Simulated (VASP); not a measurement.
# Pt in VASP: further runs, part 2 of 2

VASP 6.6.1. The steps go on from the part before.

### 3 Single point, PBE

File INCAR:

```
PREC = Accurate
ENCUT = 520
EDIFF = 1E-7
ISMEAR = -1
SIGMA = 0.08
LREAL = False
LASPH = True
NELM = 80
ALGO = Normal
ISIF = 2
LWAVE = False
LCHARG = False
LDIPOL = True
IDIPOL = 3
DIPOL = 0.5 0.5 0.500
GGA = PE
NBANDS = 28
```

File KPOINTS:

```
regular mesh
0
Gamma
  12 12 1
```

File POSCAR:

```
Pt
1.0
    2.8080030018      0.0000000000      0.0000000000
    0.0000000000      2.8080030018      0.0000000000
    0.0000000000      0.0000000000     21.9567000000
Pt
4
Direct
    0.2500000000      0.2500000000      0.3674470146
    0.7500000000      0.7500000000      0.4553827397
    0.2500000000      0.2500000000      0.5446172600
    0.7500000000      0.7500000000      0.6325529850
```

Potentials or basis: VASP PAW PBE potentials, release 64 (Pt).

Run with:

```bash
cat potpaw_PBE.64/Pt/POTCAR > POTCAR
mpirun -np 1 vasp_std > vasp.out
```

OUTCAR:

```text
PREC = Accurate
   ENCUT = 520
   EDIFF = 1E-7
   ISMEAR = -1
   LREAL = False
   LASPH = True
   NELM = 80
   ISIF = 2
   GGA = PE

 ion  position               nearest neighbor table
   1  0.250  0.250  0.367-   2 2.77   2 2.77   2 2.77   2 2.77
   2  0.750  0.750  0.455-   1 2.77   1 2.77   1 2.77   1 2.77   3 2.79   3 2.79   3 2.79   3 2.79

   3  0.250  0.250  0.545-   4 2.77   4 2.77   4 2.77   4 2.77   2 2.79   2 2.79   2 2.79   2 2.79

   4  0.750  0.750  0.633-   3 2.77   3 2.77   3 2.77   3 2.77

  LATTYP: Found a simple tetragonal cell.
 ALAT       =     2.8080030018
 C/A-ratio  =     7.8193292478

  Lattice vectors:

 A1 = (   2.8080030018,   0.0000000000,   0.0000000000)
 A2 = (   0.0000000000,   2.8080030018,   0.0000000000)
 A3 = (   0.0000000000,   0.0000000000,  21.9567000000)

Analysis of symmetry for initial positions (statically):
=====================================================================
 Subroutine PRICEL returns:
 Original cell was already a primitive cell.

 Routine SETGRP: Setting up the symmetry group for a
 simple tetragonal supercell.

 Subroutine GETGRP returns: Found 16 space group operations
 (whereof  4 operations were pure point group operations)
 out of a pool of 16 trial point group operations.

The static configuration has the point symmetry C_2h.
 The point group associated with its full space group is D_4h.

Analysis of symmetry for dynamics (positions and initial velocities):
=====================================================================
 Subroutine PRICEL returns:
 Original cell was already a primitive cell.

 Routine SETGRP: Setting up the symmetry group for a
 simple tetragonal supercell.

 Subroutine GETGRP returns: Found 16 space group operations
 (whereof  4 operations were pure point group operations)
 out of a pool of 16 trial point group operations.

The dynamic configuration has the point symmetry C_2h.
 The point group associated with its full space group is D_4h.

 Subroutine INISYM returns: Found 16 space group operations
 (whereof  4 operations are pure point group operations),
 and found     1 'primitive' translations

[... 126 lines left out ...]
   IVDW    =     0    specifies the selected vdW correction
   LEPSILON=     F    determine dielectric tensor
   LRPA    =     F    only Hartree local field effects (RPA)
 non-spin polarized calculation
  energy-cutoff  :      520.00
  volume of cell :      173.13
 maximum number of plane-waves:      4705
 NGX is ok and might be reduce to    24
   NGX = 11   NGY = 11   NGZ = 81

 number of electron      39.9999999 magnetization

 dipolmoment           0.000000      0.000000      0.000000 electrons x Angstroem

 Free energy of the ion-electron system (eV)
  ---------------------------------------------------
  ext. energy  EPLUGINS =         0.00000000
  ---------------------------------------------------
  free energy    TOTEN  =       -22.69011022 eV

  energy without entropy =      -22.53863463  energy(sigma->0) =      -22.61437242

 E-fermi :   0.2014     XC(G=0):  -5.6140

 val. band max:        0.1943714532   @ k =   0.0833   0.0833   0.0000
 cond. band min:       0.2068082156   @ k =   0.0833   0.0000   0.0000
 fundamental gap:      0.0124367624
 Fermi energy:         0.2013562444

 k-point     1 :       0.0000    0.0000    0.0000
  band No.  band energies     occupation
      1      -9.0617      2.00000
      2      -7.2791      2.00000
      3      -6.1485      2.00000
      4      -5.8903      2.00000
      5      -5.7431      2.00000
      6      -5.0158      2.00000
[... 733 lines left out ...]
     27       8.6296      0.00000
     28       9.3578      0.00000

 [... further k-points ...]

------------------------ aborting loop because EDIFF is reached ----------------------------------------

 vacuum level on the upper side and lower side of the slab       (xc-potential included)        -0.072        -0.072

  FORCE on cell =-STRESS in cart. coord.  units (eV):
  Direction    XX          YY          ZZ          XY          YZ          ZX
  --------------------------------------------------------------------------------------
  -------------------------------------------------------------------------------------
  Total       -2.9646032     -2.9646032     -0.1558929      0.0000000     -0.0000000      0.0000000
  in kB      -27.4356307    -27.4356307     -1.4426958      0.0000000     -0.0000000      0.0000000
  external PRESSURE =     -18.7713191 kB  Pullay stress =       0.0000000 kB

 VOLUME and BASIS-vectors are now :
 -----------------------------------------------------------------------------
  energy-cutoff  :      520.00
  volume of cell :      173.13
      direct lattice vectors                 reciprocal lattice vectors
     2.808003002  0.000000000  0.000000000     0.356124975  0.000000000  0.000000000
     0.000000000  2.808003002  0.000000000     0.000000000  0.356124975  0.000000000
     0.000000000  0.000000000 21.956700000     0.000000000  0.000000000  0.045544185

 POSITION                                       TOTAL-FORCE (eV/Angst)
 -----------------------------------------------------------------------------------
      0.70200      0.70200      8.06792        -0.000000      0.000000      0.017062
      2.10600      2.10600      9.99870        -0.000000      0.000000      0.002038
      0.70200      0.70200     11.95800         0.000000     -0.000000     -0.002038
      2.10600      2.10600     13.88878         0.000000     -0.000000     -0.017062
 -----------------------------------------------------------------------------------
    total drift:                                0.000000      0.000000      0.000015

  FREE ENERGIE OF THE ION-ELECTRON SYSTEM (eV)
  ---------------------------------------------------
  free  energy   TOTEN  =       -22.6901102222 eV

  energy  without entropy=      -22.5386346272  energy(sigma->0) =      -22.61437242

 vacuum level on the upper side and lower side of the slab         5.778         5.778
```

OSZICAR:

```text
N       E                     dE             d eps       ncg     rms          rms(c)
DAV:   1     0.257398522073E+03    0.25740E+03   -0.17598E+04  1568   0.121E+03
DAV:   2    -0.108233685532E+02   -0.26822E+03   -0.25215E+03  1956   0.247E+02
DAV:   3    -0.239014342894E+02   -0.13078E+02   -0.12546E+02  1852   0.523E+01
[... 17 lines left out ...]
DAV:  21    -0.226901084731E+02   -0.15526E-05   -0.41516E-08  1160   0.610E-04    0.259E-04
DAV:  22    -0.226901093638E+02   -0.89064E-06   -0.11319E-08  1128   0.298E-04    0.231E-04
DAV:  23    -0.226901100509E+02   -0.68708E-06   -0.14025E-08  1108   0.479E-04    0.148E-04
DAV:  24    -0.226901101807E+02   -0.12978E-06   -0.26380E-09  1096   0.216E-04    0.513E-05
DAV:  25    -0.226901102222E+02   -0.41569E-07   -0.79361E-10  1040   0.770E-05
   1 F= -.22690110E+02 E0= -.22614372E+02  d E =-.151476E+00
```

It took 2 min on 1 thread of Intel Xeon 6975P-C (Granite Rapids), shared host; peak memory 0.34 GiB.

What came out:

- Free energy: -22.6901 eV
- Largest force: 0.017 eV/Å
- Band gap on the k mesh: zero (band 20 reaches 1.13 eV, above the bottom of band 21 at -0.27 eV)

Forces on the atoms (eV/Å):
```
Pt   0.000  0.000  0.017
Pt   0.000  0.000  0.002
Pt   0.000  0.000 -0.002
Pt   0.000  0.000 -0.017
```

Levels at points of the mesh, in eV from the Fermi level:
```
           k point  band 16  band 17  band 18  band 19  band 20  band 21  band 22  band 23  band 24  band 25
(0.00, 0.00, 0.00)    -1.47    -0.85    -0.69    -0.69    -0.11     0.10     0.25     0.25     0.43     2.11
(0.50, 0.00, 0.00)    -0.86    -0.78    -0.78    -0.02    -0.02     1.13     1.13     1.75     1.75     4.17
(0.50, 0.50, 0.00)    -0.21     0.35     0.35     0.93     0.93     3.21     3.21     6.08     6.08     7.34
```

Caveat: spin-orbit coupling is left out, which moves the levels of the heavy elements.
